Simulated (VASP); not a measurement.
# Mg27SeO26 (a cell with a defect) (Periclase) in VASP: electric field gradients with PBE

Aim: the electric field gradients of Mg27SeO26 (a cell with a defect) (Periclase) with PBE.

All numbers are computed with VASP 6.6.1; they aren't measurements. Logs are shortened: lines on timing, memory, paths and dates and some standing lists are left out, and cuts for length are marked.

### Step 1. The cell of the first run

The cell holds a defect, 54 atoms: a = 8.946 Å, b = 8.946 Å, c = 8.946 Å, α = 60.00°, β = 60.00°, γ = 60.00°.

### Step 2. Electric field gradients, PBE

File INCAR:

```
SYSTEM = Mg27SeO26
PREC = Accurate
ENCUT = 520
EDIFF = 1E-8
ISMEAR = -1
SIGMA = 0.01
LREAL = Auto
LASPH = .TRUE.
NELM = 80
ALGO = Normal
ISIF = 2
LWAVE = .FALSE.
LCHARG = .FALSE.
GGA = PE
LEFG = .TRUE.
NBANDS = 141
```

File KPOINTS:

```
regular mesh
0
G
  3 3 3
  0 0 0
```

File POSCAR:

```
Mg27SeO26
1.0
    0.0000000000      6.3255000000      6.3255000000
    6.3255000000      0.0000000000      6.3255000000
    6.3255000000      6.3255000000      0.0000000000
Mg Se O
27 1 26
Direct
    0.0000000000      0.0000000000      0.0000000000
    0.0000000000      0.0000000000      0.3333333333
    0.0000000000      0.0000000000      0.6666666667
    0.0000000000      0.3333333333      0.0000000000
    0.0000000000      0.3333333333      0.3333333333
    0.0000000000      0.3333333333      0.6666666667
    0.0000000000      0.6666666667      0.0000000000
    0.0000000000      0.6666666667      0.3333333333
    0.0000000000      0.6666666667      0.6666666667
    0.3333333333      0.0000000000      0.0000000000
    0.3333333333      0.0000000000      0.3333333333
    0.3333333333      0.0000000000      0.6666666667
    0.3333333333      0.3333333333      0.0000000000
    0.3333333333      0.3333333333      0.3333333333
    0.3333333333      0.3333333333      0.6666666667
    0.3333333333      0.6666666667      0.0000000000
    0.3333333333      0.6666666667      0.3333333333
    0.3333333333      0.6666666667      0.6666666667
    0.6666666667      0.0000000000      0.0000000000
    0.6666666667      0.0000000000      0.3333333333
    0.6666666667      0.0000000000      0.6666666667
    0.6666666667      0.3333333333      0.0000000000
    0.6666666667      0.3333333333      0.3333333333
    0.6666666667      0.3333333333      0.6666666667
    0.6666666667      0.6666666667      0.0000000000
    0.6666666667      0.6666666667      0.3333333333
    0.6666666667      0.6666666667      0.6666666667
    0.1666666667      0.1666666667      0.1666666667
    0.1666666667      0.1666666667      0.5000000000
    0.1666666667      0.1666666667      0.8333333333
    0.1666666667      0.5000000000      0.1666666667
    0.1666666667      0.5000000000      0.5000000000
    0.1666666667      0.5000000000      0.8333333333
    0.1666666667      0.8333333333      0.1666666667
    0.1666666667      0.8333333333      0.5000000000
    0.1666666667      0.8333333333      0.8333333333
    0.5000000000      0.1666666667      0.1666666667
    0.5000000000      0.1666666667      0.5000000000
    0.5000000000      0.1666666667      0.8333333333
    0.5000000000      0.5000000000      0.1666666667
    0.5000000000      0.5000000000      0.5000000000
    0.5000000000      0.5000000000      0.8333333333
    0.5000000000      0.8333333333      0.1666666667
    0.5000000000      0.8333333333      0.5000000000
    0.5000000000      0.8333333333      0.8333333333
    0.8333333333      0.1666666667      0.1666666667
    0.8333333333      0.1666666667      0.5000000000
    0.8333333333      0.1666666667      0.8333333333
    0.8333333333      0.5000000000      0.1666666667
    0.8333333333      0.5000000000      0.5000000000
    0.8333333333      0.5000000000      0.8333333333
    0.8333333333      0.8333333333      0.1666666667
    0.8333333333      0.8333333333      0.5000000000
    0.8333333333      0.8333333333      0.8333333333
```

Potentials or basis: VASP PAW PBE potentials, release 64 (Mg, Se, O).

Run with:

```console
$ cat potpaw_PBE.64/Mg/POTCAR potpaw_PBE.64/Se/POTCAR potpaw_PBE.64/O/POTCAR > POTCAR
$ mpirun -np 1 vasp_std > vasp.out
```

OUTCAR:

```text
SYSTEM = Mg27SeO26
   PREC = Accurate
   ENCUT = 520
   EDIFF = 1E-8
   ISMEAR = -1
   LREAL = Auto
   LASPH = .TRUE.
   NELM = 80
   ISIF = 2
   GGA = PE

 ion  position               nearest neighbor table
   1  0.000  0.000  0.000-  30 2.11  34 2.11  36 2.11  46 2.11  48 2.11  52 2.11  10 2.98  12 2.98
                            16 2.98  19 2.98  20 2.98  22 2.98   2 2.98   3 2.98   4 2.98   6 2.98
   2  0.000  0.000  0.333-  34 2.11  46 2.11  35 2.11  28 2.11  47 2.11  53 2.11  17 2.98  20 2.98
                            23 2.98   1 2.98   4 2.98   5 2.98   8 2.98  10 2.98  11 2.98  21 2.98
   3  0.000  0.000  0.667-  36 2.11  48 2.11  29 2.11  47 2.11  35 2.11  54 2.11  19 2.98  21 2.98
                            24 2.98   1 2.98   6 2.98   7 2.98   9 2.98  12 2.98  18 2.98  11 2.98
   4  0.000  0.333  0.000-  30 2.11  46 2.11  33 2.11  28 2.11  49 2.11  51 2.11  15 2.98  22 2.98
                            23 2.98   1 2.98   2 2.98   5 2.98   6 2.98  10 2.98  13 2.98   9 2.98
   5  0.000  0.333  0.333-  28 2.11  47 2.11  49 2.11  29 2.11  31 2.11  50 2.11   2 2.98   4 2.98
                            11 2.98  13 2.98  14 2.98  23 2.98  24 2.98  26 2.98   3 2.98   7 2.98
   6  0.000  0.333  0.667-  29 2.11  30 2.11  48 2.11  51 2.11  50 2.11  32 2.11  24 2.98   1 2.98
                             3 2.98   4 2.98  12 2.98  15 2.98  22 2.98  14 2.98  27 2.98   5 2.98
   7  0.000  0.667  0.000-  36 2.11  52 2.11  31 2.11  49 2.11  33 2.11  54 2.11  19 2.98  25 2.98
                            26 2.98   1 2.98   3 2.98   8 2.98   9 2.98  16 2.98  18 2.98  13 2.98
   8  0.000  0.667  0.333-  31 2.11  34 2.11  52 2.11  53 2.11  32 2.11  50 2.11  26 2.98   1 2.98
                             2 2.98   7 2.98  16 2.98  17 2.98  20 2.98  14 2.98  27 2.98   6 2.98
   9  0.000  0.667  0.667-  54 2.11  35 2.11  33 2.11  51 2.11  53 2.11  32 2.11   3 2.98   7 2.98
[... 62 lines left out ...]
  53  0.833  0.833  0.500-  27 2.11  20 2.11   8 2.11   2 2.11  21 2.11   9 2.11
  54  0.833  0.833  0.833-   9 2.11  21 2.11  25 2.11  19 2.11   7 2.11   3 2.11

  LATTYP: Found a face centered cubic cell.
 ALAT       =    12.6510000000

  Lattice vectors:

 A1 = (   0.0000000000,   6.3255000000,   6.3255000000)
 A2 = (   6.3255000000,   0.0000000000,   6.3255000000)
 A3 = (   6.3255000000,   6.3255000000,   0.0000000000)

Analysis of symmetry for initial positions (statically):
=====================================================================
 Subroutine PRICEL returns:
 Original cell was already a primitive cell.

 Routine SETGRP: Setting up the symmetry group for a
 face centered cubic supercell.

 Subroutine GETGRP returns: Found 48 space group operations
 (whereof  6 operations were pure point group operations)
 out of a pool of 48 trial point group operations.

The static configuration has the point symmetry C_3v.
 The point group associated with its full space group is O_h .

Analysis of symmetry for dynamics (positions and initial velocities):
=====================================================================
 Subroutine PRICEL returns:
 Original cell was already a primitive cell.

 Routine SETGRP: Setting up the symmetry group for a
 face centered cubic supercell.

 Subroutine GETGRP returns: Found 48 space group operations
 (whereof  6 operations were pure point group operations)
 out of a pool of 48 trial point group operations.

The dynamic configuration has the point symmetry C_3v.
 The point group associated with its full space group is O_h .

 Subroutine INISYM returns: Found 48 space group operations
 (whereof  6 operations are pure point group operations),
 and found     1 'primitive' translations

----------------------------------------------------------------------------------------

                                     Primitive cell

  volume of cell :     506.1912

  direct lattice vectors                    reciprocal lattice vectors
     0.000000000  6.325500000  6.325500000    -0.079045135  0.079045135  0.079045135
     6.325500000  0.000000000  6.325500000     0.079045135 -0.079045135  0.079045135
     6.325500000  6.325500000  0.000000000     0.079045135  0.079045135 -0.079045135

  length of vectors
     8.945607889  8.945607889  8.945607889     0.136910190  0.136910190  0.136910190

  position of ions in fractional coordinates (direct lattice)
     0.000000000  0.000000000  0.000000000
     0.000000000  0.000000000  0.333333333
     0.000000000  0.000000000  0.666666667
[... 179 lines left out ...]
     AMIX_MAG =   1.60;   BMIX_MAG =  1.00
  volume/ion in A,a.u.               =       9.37        63.26
  Fermi-wavevector in a.u.,A,eV,Ry     =   1.232503  2.329092 20.668107  1.519063
  Thomas-Fermi vector in A             =   2.367270
   LORBIT       =      0    0 simple, 1 ext, 2 COOP (PROOUT), +10 PAW based schemes
   GGA     = PE    functional components
   LHFCALC =     F    Hartree Fock is set to
   AEXX    =    0.0000 exact exchange contribution
   IVDW    =     0    specifies the selected vdW correction
   LEPSILON=     F    determine dielectric tensor
   LRPA    =     F    only Hartree local field effects (RPA)
 non-spin polarized calculation
  energy-cutoff  :      520.00
  volume of cell :      506.19
 maximum number of plane-waves:     13666
 NGX is ok and might be reduce to    70
   NGX = 33   NGY = 33   NGZ = 33

 number of electron     216.0000000 magnetization

 Free energy of the ion-electron system (eV)
  ---------------------------------------------------
  ext. energy  EPLUGINS =         0.00000000
  ---------------------------------------------------
  free energy    TOTEN  =      -308.81518464 eV

  energy without entropy =     -308.81518464  energy(sigma->0) =     -308.81518464

 E-fermi :   3.9175     XC(G=0): -11.1418

 val. band max:        3.6252758853   @ k =   0.0000   0.0000   0.0000
 cond. band min:       8.2965401831   @ k =   0.0000   0.0000   0.0000
 fundamental gap:      4.6712642978
 Fermi energy:         3.9174806268

 k-point     1 :       0.0000    0.0000    0.0000
  band No.  band energies     occupation
      1     -13.8231      2.00000
      2     -12.9229      2.00000
      3     -12.9229      2.00000
      4     -12.9229      2.00000
      5     -12.9158      2.00000
      6     -12.9158      2.00000
[... 481 lines left out ...]
    119      12.4118      0.00000
    120      12.4242      0.00000
 [bands above 120 left out]

------------------------ aborting loop because EDIFF is reached ----------------------------------------

  FORCE on cell =-STRESS in cart. coord.  units (eV):
  Direction    XX          YY          ZZ          XY          YZ          ZX
  --------------------------------------------------------------------------------------
  -------------------------------------------------------------------------------------
  Total       38.8097986     38.8097986     38.8097986      0.0000000     -0.0000000     -0.0000000
  in kB      122.8393178    122.8393178    122.8393178      0.0000000     -0.0000000     -0.0000000
  external PRESSURE =     122.8393178 kB  Pullay stress =       0.0000000 kB

 VOLUME and BASIS-vectors are now :
 -----------------------------------------------------------------------------
  energy-cutoff  :      520.00
  volume of cell :      506.19
      direct lattice vectors                 reciprocal lattice vectors
     0.000000000  6.325500000  6.325500000    -0.079045135  0.079045135  0.079045135
     6.325500000  0.000000000  6.325500000     0.079045135 -0.079045135  0.079045135
     6.325500000  6.325500000  0.000000000     0.079045135  0.079045135 -0.079045135

 POSITION                                       TOTAL-FORCE (eV/Angst)
 -----------------------------------------------------------------------------------
      0.00000      0.00000      0.00000        -0.021491     -0.021491     -0.021491
      2.10850      2.10850      0.00000        -0.000000     -0.000000     -5.636454
      4.21700      4.21700      0.00000         0.021491      0.021491     -0.021491
      2.10850      0.00000      2.10850        -0.000000     -5.636454      0.000000
      4.21700      2.10850      2.10850         5.636454     -0.000000      0.000000
      6.32550      4.21700      2.10850        -0.007140      0.007140      0.000000
[... 46 lines left out ...]
      8.43400      8.43400     10.54250        -0.000000     -0.000000      0.002753
     10.54250     10.54250     10.54250        -0.000136     -0.000136     -0.000136
 -----------------------------------------------------------------------------------
    total drift:                                0.000020      0.000020      0.000020

  FREE ENERGIE OF THE ION-ELECTRON SYSTEM (eV)
  ---------------------------------------------------
  free  energy   TOTEN  =      -308.8151846360 eV

  energy  without entropy=     -308.8151846360  energy(sigma->0) =     -308.81518464

 Electric field gradients (V/A^2)
---------------------------------------------------------------------
 ion       V_xx      V_yy      V_zz      V_xy      V_xz      V_yz
---------------------------------------------------------------------
   1       0.000     0.000    -0.000    -0.003    -0.003    -0.003
   2      11.690    11.690   -23.380     0.000     0.000     0.000
   3      -0.000    -0.000     0.000    -0.003     0.003     0.003
   4      11.690   -23.380    11.690     0.000     0.000     0.000
   5     -23.380    11.690    11.690     0.000     0.000     0.000
   6      -0.031    -0.031     0.061     0.121     0.000     0.000
[... 46 lines left out ...]
  53      -0.001    -0.001     0.003     0.000    -0.002    -0.002
  54      -0.000    -0.000    -0.000     0.015     0.015     0.015
---------------------------------------------------------------------

 Electric field gradients after diagonalization (V/A^2)
 (convention: |V_zz| > |V_xx| > |V_yy|)
----------------------------------------------------------------------
 ion       V_xx      V_yy      V_zz     asymmetry (V_yy - V_xx)/ V_zz
----------------------------------------------------------------------
   1       0.003     0.003    -0.007       0.000
   2      11.690    11.690   -23.380       0.000
   3       0.003     0.003    -0.007       0.002
   4      11.690    11.690   -23.380       0.000
   5      11.690    11.690   -23.380       0.000
   6       0.090     0.061    -0.152       0.194
[... 46 lines left out ...]
  53      -0.003    -0.001     0.004       0.275
  54      -0.015    -0.015     0.030       0.000
----------------------------------------------------------------------

           NMR quadrupolar parameters

 Cq : quadrupolar parameter    Cq=e*Q*V_zz/h
 eta: asymmetry parameters     (V_yy - V_xx)/ V_zz
 Q  : nuclear electric quadrupole moment in mb (millibarn)
----------------------------------------------------------------------
 ion       Cq(MHz)       eta       Q (mb)
----------------------------------------------------------------------
   1      -0.000       0.000       1.000
   2      -0.057       0.000       1.000
   3      -0.000       0.002       1.000
   4      -0.057       0.000       1.000
   5      -0.057       0.000       1.000
   6      -0.000       0.194       1.000
[... 46 lines left out ...]
  53       0.000       0.275       1.000
  54       0.000       0.000       1.000
----------------------------------------------------------------------
```

Run time: 13 min. Hardware: 1 thread of Intel Xeon Platinum 8488C (Sapphire Rapids), shared host; peak memory 0.78 GiB.

Results:

- Free energy: -308.8152 eV
- Pressure: 12.3 GPa
- Largest force: 5.636 eV/Å
- Band gap on the k mesh: 4.67 eV

Forces in eV/Å, atoms in the order of the input:
```
Mg  -0.021 -0.021 -0.021
Mg   0.000  0.000 -5.636
Mg   0.021  0.021 -0.021
Mg   0.000 -5.636  0.000
Mg   5.636  0.000  0.000
Mg  -0.007  0.007  0.000
Mg   0.021 -0.021  0.021
Mg  -0.007  0.000  0.007
Mg   0.000  0.007  0.007
Mg  -5.636  0.000  0.000
Mg   0.000  5.636  0.000
Mg   0.007 -0.007  0.000
Mg   0.000  0.000  5.636
Mg   0.021  0.021  0.021
Mg  -0.021 -0.021  0.021
Mg   0.007  0.000 -0.007
Mg  -0.021  0.021 -0.021
Mg   0.000 -0.007 -0.007
Mg  -0.021  0.021  0.021
Mg   0.000 -0.007  0.007
Mg   0.007  0.000  0.007
Mg   0.000  0.007 -0.007
Mg   0.021 -0.021 -0.021
Mg  -0.007  0.000 -0.007
Mg   0.007  0.007  0.000
Mg  -0.007 -0.007  0.000
Mg   0.000  0.000  0.000
Se   0.000  0.000  0.000
O    0.217  0.217  0.000
O   -0.217 -0.217  0.000
O    0.217  0.000  0.217
O    0.000  0.000  0.000
O    0.000 -0.217  0.217
O   -0.217  0.000 -0.217
O    0.000  0.217 -0.217
O    0.000  0.000  0.000
O    0.000  0.217  0.217
O    0.000  0.000  0.000
O   -0.217  0.000  0.217
O    0.000  0.000  0.000
O    0.000  0.000  0.000
O    0.000  0.000 -0.003
O   -0.217  0.217  0.000
O    0.000 -0.003  0.000
O    0.003  0.000  0.000
O    0.000 -0.217 -0.217
O    0.217  0.000 -0.217
O    0.000  0.000  0.000
O    0.217 -0.217  0.000
O   -0.003  0.000  0.000
O    0.000  0.003  0.000
O    0.000  0.000  0.000
O    0.000  0.000  0.003
O    0.000  0.000  0.000
```

Electric field gradients, principal values (V/Å²):
| atom | least | middle | greatest (by size) |
| --- | --- | --- | --- |
| 1 Mg | 0.003 | 0.003 | -0.007 |
| 2 Mg | 11.690 | 11.690 | -23.380 |
| 3 Mg | 0.003 | 0.003 | -0.007 |
| 4 Mg | 11.690 | 11.690 | -23.380 |
| 5 Mg | 11.690 | 11.690 | -23.380 |
| 6 Mg | 0.061 | 0.090 | -0.152 |
| 7 Mg | 0.003 | 0.003 | -0.007 |
| 8 Mg | 0.061 | 0.090 | -0.152 |
| 9 Mg | 0.061 | 0.090 | -0.152 |
| 10 Mg | 11.690 | 11.690 | -23.380 |
| 11 Mg | 11.690 | 11.690 | -23.380 |
| 12 Mg | 0.061 | 0.090 | -0.152 |
| 13 Mg | 11.690 | 11.690 | -23.380 |
| 14 Mg | 0.003 | 0.003 | -0.007 |
| 15 Mg | 0.003 | 0.003 | -0.007 |
| 16 Mg | 0.061 | 0.090 | -0.152 |
| 17 Mg | 0.003 | 0.003 | -0.007 |
| 18 Mg | 0.061 | 0.090 | -0.152 |
| 19 Mg | 0.003 | 0.003 | -0.007 |
| 20 Mg | 0.061 | 0.090 | -0.152 |
| 21 Mg | 0.061 | 0.090 | -0.152 |
| 22 Mg | 0.061 | 0.090 | -0.152 |
| 23 Mg | 0.003 | 0.003 | -0.007 |
| 24 Mg | 0.061 | 0.090 | -0.152 |
| 25 Mg | 0.061 | 0.090 | -0.152 |
| 26 Mg | 0.061 | 0.090 | -0.152 |
| 27 Mg | 0.000 | 0.000 | 0.000 |
| 28 Se | 0.001 | 0.001 | -0.002 |
| 29 O | 1.787 | 2.363 | -4.151 |
| 30 O | 1.789 | 2.362 | -4.151 |
| 31 O | 1.787 | 2.363 | -4.151 |
| 32 O | -0.012 | -0.019 | 0.030 |
| 33 O | 1.787 | 2.362 | -4.148 |
| 34 O | 1.789 | 2.362 | -4.151 |
| 35 O | 1.787 | 2.362 | -4.148 |
| 36 O | -0.014 | -0.017 | 0.031 |
| 37 O | 1.787 | 2.363 | -4.151 |
| 38 O | -0.012 | -0.019 | 0.030 |
| 39 O | 1.787 | 2.362 | -4.148 |
| 40 O | -0.012 | -0.019 | 0.030 |
| 41 O | -0.013 | -0.013 | 0.025 |
| 42 O | 0.001 | 0.003 | -0.004 |
| 43 O | 1.787 | 2.362 | -4.148 |
| 44 O | 0.001 | 0.003 | -0.004 |
| 45 O | -0.001 | -0.003 | 0.004 |
| 46 O | 1.789 | 2.362 | -4.151 |
| 47 O | 1.787 | 2.362 | -4.148 |
| 48 O | -0.014 | -0.017 | 0.031 |
| 49 O | 1.787 | 2.362 | -4.148 |
| 50 O | 0.001 | 0.003 | -0.004 |
| 51 O | -0.001 | -0.003 | 0.004 |
| 52 O | -0.014 | -0.017 | 0.031 |
| 53 O | -0.001 | -0.003 | 0.004 |
| 54 O | -0.015 | -0.015 | 0.030 |

Caveat: without QUAD_EFG the Cq values of the log hold for a quadrupole moment of 1 mb, not for the nuclei.
